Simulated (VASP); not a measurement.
# CaB3 (I4/mmm) in VASP: single point with PBE

Aim: the single point of CaB3 with PBE.

All numbers are computed with VASP 6.6.1; they aren't measurements. Logs are shortened: lines on timing, memory, paths and dates and some standing lists are left out, and cuts for length are marked.

## Step 1: The cell of the first run

The typed cell holds 4 atoms: a = 3.956 Å, b = 3.956 Å, c = 3.956 Å, α = 120.01°, β = 120.01°, γ = 89.98°.

## Step 2: Single point, PBE

The input, INCAR:

```
SYSTEM = CaB3
PREC     = Accurate       ! precision mode
ENCUT    = 520            ! plane-wave cutoff, eV
EDIFF    = 1E-7           ! SCF threshold, eV
ISMEAR   = 0              ! smearing method
SIGMA    = 0.1            ! smearing width, eV
LREAL    = .False.        ! projectors in reciprocal space
LASPH    = .True.         ! aspherical terms in the spheres
NELM     = 80             ! most SCF steps
ALGO     = Fast           ! electronic algorithm
ISIF     = 2              ! what is computed and relaxed
LWAVE    = .False.        ! write WAVECAR
LCHARG   = .True.         ! write CHGCAR
GGA      = PE             ! functional
LELF     = .True.         ! ELF
LVHAR    = .True.       
NBANDS   = 18             ! bands
```

The input, KPOINTS:

```
Automatic mesh
0
Gamma
  16 16 16
  0 0 0
```

The input, POSCAR:

```
CaB3
1.0
   -1.9778128809      1.9778128809      2.7979216161
    1.9778128809     -1.9778128809      2.7979216161
    1.9778128809      1.9778128809     -2.7979216161
Ca B
1 3
Direct
    0.0000000000      0.0000000000      0.0000000000
    0.5000000000      0.5000000000      0.0000000000
    0.2500000000      0.7500000000      0.5000000000
    0.7500000000      0.2500000000      0.5000000000
```

Potentials or basis: VASP PAW PBE potentials, release 64 (Ca_sv, B).

Command:

```console
$ cat potpaw_PBE.64/Ca_sv/POTCAR potpaw_PBE.64/B/POTCAR > POTCAR
$ mpirun -np 1 vasp_std > vasp.out
```

OUTCAR:

```text
SYSTEM = CaB3
   PREC = Accurate
   ENCUT = 520
   EDIFF = 1E-7
   ISMEAR = 0
   LREAL = .False.
   LASPH = .True.
   NELM = 80
   ISIF = 2
   GGA = PE

 ion  position               nearest neighbor table
   1  0.000  0.000  0.000-   4 2.42   3 2.42   3 2.42   4 2.42   3 2.42   4 2.42   4 2.42   3 2.42

   2  0.500  0.500  0.000-
   3  0.250  0.750  0.500-   1 2.42   1 2.42   1 2.42   1 2.42
   4  0.750  0.250  0.500-   1 2.42   1 2.42   1 2.42   1 2.42

  LATTYP: Found a body centered tetragonal cell.
 ALAT       =     3.9556257618
 C/A-ratio  =     1.4146543604

  Lattice vectors:

 A1 = (  -1.9778128809,   1.9778128809,   2.7979216161)
 A2 = (   1.9778128809,  -1.9778128809,   2.7979216161)
 A3 = (   1.9778128809,   1.9778128809,  -2.7979216161)

Analysis of symmetry for initial positions (statically):
=====================================================================
 Subroutine PRICEL returns:
 Original cell was already a primitive cell.

 Routine SETGRP: Setting up the symmetry group for a
 body centered tetragonal supercell.

 Subroutine GETGRP returns: Found 16 space group operations
 (whereof 16 operations were pure point group operations)
 out of a pool of 16 trial point group operations.

The static configuration has the point symmetry D_4h.

Analysis of symmetry for dynamics (positions and initial velocities):
=====================================================================
 Subroutine PRICEL returns:
 Original cell was already a primitive cell.

 Routine SETGRP: Setting up the symmetry group for a
 body centered tetragonal supercell.

 Subroutine GETGRP returns: Found 16 space group operations
 (whereof 16 operations were pure point group operations)
 out of a pool of 16 trial point group operations.

The dynamic configuration has the point symmetry D_4h.

 Subroutine INISYM returns: Found 16 space group operations
 (whereof 16 operations are pure point group operations),
 and found     1 'primitive' translations

----------------------------------------------------------------------------------------

                                     Primitive cell

  volume of cell :      43.7790

  direct lattice vectors                    reciprocal lattice vectors
    -1.977812881  1.977812881  2.797921616     0.000000000  0.252804502  0.178704077
[... 85 lines left out ...]
   LNONCOLLINEAR =      F non collinear calculations
   LSORBIT =      F    spin-orbit coupling
   LASPH  =      T    aspherical Exc in radial PAW
   ENCUT  =  520.0 eV  38.22 Ry    6.18 a.u.   7.36  7.36  7.36*2*pi/ulx,y,z
   NELM   =     80;   NELMIN=  2; NELMDL= -5     # of ELM steps
   EDIFF  = 0.1E-06   stopping-criterion for ELM
   LREAL  =      F    real-space projection
   EDIFFG = 0.1E-05   stopping-criterion for IOM
   NSW    =      0    number of steps for IOM
   IBRION =     -1    ionic relax: 0-MD 1-quasi-New 2-CG
   NFREE  =      0    steps in history (QN), initial steepest desc. (CG)
   ISIF   =      2    stress and relaxation
   ISYM   =      2    0-nonsym 1-usesym 2-fastsym
   POTIM  = 0.5000    time-step for ionic-motion
   TEBEG  =    0.0;   TEEND  =   0.0 temperature during run
   PSTRESS=    0.0 pullay stress
   NELECT =      19.0000    total number of electrons
   NUPDOWN=      -1.0000    fix difference up-down
   EMIN   =  10.00;   EMAX   =-10.00  energy-range for DOS
   EFERMI =   0.00;   METHOD = LEGACY
   ISMEAR =     0;   SIGMA  =   0.10  broadening in eV -4-tet -1-fermi 0-gaus
   EFERMI_NEDOS =   21; number of points for ismear=-14 and -15
   IALGO  =     68    algorithm
   IMIX   =      4    mixing-type and parameters
     AMIX     =   0.40;   BMIX     =  1.00
     AMIX_MAG =   1.60;   BMIX_MAG =  1.00
  volume/ion in A,a.u.               =      10.94        73.86
  Fermi-wavevector in a.u.,A,eV,Ry     =   1.239474  2.342266 20.902570  1.536296
  Thomas-Fermi vector in A             =   2.373956
   LORBIT       =      0    0 simple, 1 ext, 2 COOP (PROOUT), +10 PAW based schemes
   GGA     = PE    functional components
   LHFCALC =     F    Hartree Fock is set to
   AEXX    =    0.0000 exact exchange contribution
   IVDW    =     0    specifies the selected vdW correction
   LEPSILON=     F    determine dielectric tensor
   LRPA    =     F    only Hartree local field effects (RPA)
 non-spin polarized calculation
 RMM-DIIS sequential band-by-band and
 Gauss-broadening in eV      SIGMA  =   0.10
  energy-cutoff  :      520.00
  volume of cell :       43.78
 maximum number of plane-waves:      1243
 NGX is ok and might be reduce to    30
   NGX = 15   NGY = 15   NGZ = 15

 number of electron      18.9999996 magnetization

 Free energy of the ion-electron system (eV)
  ---------------------------------------------------
  ext. energy  EPLUGINS =         0.00000000
  ---------------------------------------------------
  free energy    TOTEN  =       -15.90020163 eV

  energy without entropy =      -15.89343975  energy(sigma->0) =      -15.89682069

 E-fermi :   5.5633     XC(G=0): -11.2980

 val. band max:        5.5606827796   @ k =  -0.1875   0.1875   0.1250
 cond. band min:       5.5791117436   @ k =   0.3750   0.1875   0.0625
 fundamental gap:      0.0184289640
 Fermi energy:         5.5632987312

 k-point     1 :       0.0000    0.0000    0.0000
  band No.  band energies     occupation
      1     -33.5850      2.00000
      2     -14.7645      2.00000
      3     -14.7643      2.00000
      4     -14.7643      2.00000
      5      -5.8690      2.00000
      6       3.0190      2.00000
[... 481 lines left out ...]
      5      -5.7860      2.00000
      6       2.5432      2.00000
[... 10 lines left out ...]
     17      10.8125      0.00000
     18      10.8656      0.00000

 [... further k-points ...]
[... 5 lines left out ...]
  --------------------------------------------------------------------------------------
  -------------------------------------------------------------------------------------
  Total        0.1142516      0.1142516      0.1071973      0.0000000      0.0000000      0.0000000
  in kB        4.1812573      4.1812573      3.9230919      0.0000000      0.0000000      0.0000000
  external PRESSURE =       4.0952022 kB  Pullay stress =       0.0000000 kB

 VOLUME and BASIS-vectors are now :
 -----------------------------------------------------------------------------
  energy-cutoff  :      520.00
  volume of cell :       43.78
      direct lattice vectors                 reciprocal lattice vectors
    -1.977812881  1.977812881  2.797921616     0.000000000  0.252804502  0.178704077
     1.977812881 -1.977812881  2.797921616     0.252804502  0.000000000  0.178704077
     1.977812881  1.977812881 -2.797921616     0.252804502  0.252804502  0.000000000

 POSITION                                       TOTAL-FORCE (eV/Angst)
 -----------------------------------------------------------------------------------
      0.00000      0.00000      0.00000         0.000000      0.000000     -0.000000
      0.00000      0.00000      2.79792         0.000000      0.000000     -0.000000
      1.97781      0.00000      1.39896        -0.000000     -0.000000     -0.000000
      0.00000      1.97781      1.39896         0.000000     -0.000000      0.000000
 -----------------------------------------------------------------------------------
    total drift:                                0.000000      0.000000      0.000000

  FREE ENERGIE OF THE ION-ELECTRON SYSTEM (eV)
  ---------------------------------------------------
  free  energy   TOTEN  =       -15.9002016322 eV

  energy  without entropy=      -15.8934397489  energy(sigma->0) =      -15.89682069
```

Wall time 4.3 min (1 thread of Oxide Virtual Turin-like, shared host); peak memory 0.34 GiB.

What came out:

```
Free energy            : -15.9002 eV
Pressure               : 0.4 GPa
Band gap on the k mesh : zero (an odd number of electrons rules out a gap without spin polarisation)
```

Caveat: an odd number of electrons without spin polarisation forces a metal; a magnetic or distorted state may lie lower.
